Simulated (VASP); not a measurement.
Here is a VASP 6.6.1 calculation.

Contents of INCAR:

```
PREC = Accurate
ENCUT = 600
EDIFF = 1E-7
ISMEAR = -1
SIGMA = 0.1
LREAL = False
LASPH = True
NELM = 120
ALGO = Normal
ISIF = 3
LWAVE = False
LCHARG = False
GGA = PE
IBRION = 2
NSW = 60
EDIFFG = -0.01
GGA_COMPAT = False
NELMIN = 4
```

KPOINTS

```
regular mesh
0
Gamma
  6 6 3
```

The input POSCAR:

```
AlOsF4
1.0
    3.2485080000      0.0000000000      0.0000000000
    0.0000000000      3.2485080000      0.0000000000
    0.0000000000      0.0000000000      5.5992510000
Os Al F
1 1 4
Direct
    0.5000000000      0.5000000000      0.5000000000
    0.0000000000      0.0000000000      0.0000000000
    0.5000000000      0.0000000000      0.0000000000
    0.0000000000      0.5000000000      0.0000000000
    0.0000000000      0.0000000000      0.2770000000
    0.0000000000      0.0000000000      0.7230000000
```

Potentials or basis: VASP PAW PBE potentials, release 64 (Os_sv_GW, Al, F).

The run is started by

```sh
$ cat potpaw_PBE.64/Os_sv_GW/POTCAR potpaw_PBE.64/Al/POTCAR potpaw_PBE.64/F/POTCAR > POTCAR
$ mpirun -np 1 vasp_std > vasp.out
```

**Question.** What does it give for the relaxed cell?

**Answer.** a = 3.489 Å, b = 3.489 Å, c = 6.400 Å, α = 90.00°, β = 90.00°, γ = 90.00°.

**Question.** Estimate the band gap on the k mesh.

**Answer.** Zero (an odd number of electrons rules out a gap without spin polarisation).

Stress tensor (GPa, compression positive):
```
-0.04  0.00  0.00
 0.00 -0.04  0.00
 0.00  0.00  0.08
```

Caveat: the k points lie up to 0.33 Å⁻¹ apart in the final cell, too coarse for converged energies and pressures of a metal; spin-orbit coupling is left out, which moves the levels of the heavy elements; an odd number of electrons without spin polarisation forces a metal; a magnetic or distorted state may lie lower.
